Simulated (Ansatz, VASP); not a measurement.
**One calculation of Ga2S, two programs**

```
Ga S
1.0
     0.00000    3.27636    3.27636
     3.27636    0.00000    3.27636
     3.27636    3.27636    0.00000
Ga S
2 1
Cartesian
  0.0000 0.0000 0.0000
  1.6382 1.6382 1.6382
  4.9145 4.9145 4.9145
```

Alike in both runs: functional PBE; k mesh 4 × 4 × 4; occupations gaussian, width 0.15 eV; no spin polarisation.

Ansatz relaxed the structure, and its values are those at the end. VASP's run is a single point on that final structure, the one shown.

```csv
,VASP,Ansatz
version,VASP 6.6.1,Ansatz 0.2.0
potentials or method,"VASP PAW PBE potentials, release 64 (Ga_d, S), cutoff 500 eV","scalar-relativistic, plane waves, PAW"
valence electrons in the cell,32,32
```

```tsv
	VASP	Ansatz	Ansatz less VASP
gap on the k mesh at the Fermi level (eV)	none	none	-
pressure (GPa)	-0.2	-0.3	-0.11
```

A gap of «none» marks a metal or a gap that the smearing closes. With one functional, cell and mesh, what is left measures potentials, basis and numerics.

The k mesh is coarse, so the values compare programs but aren't converged.
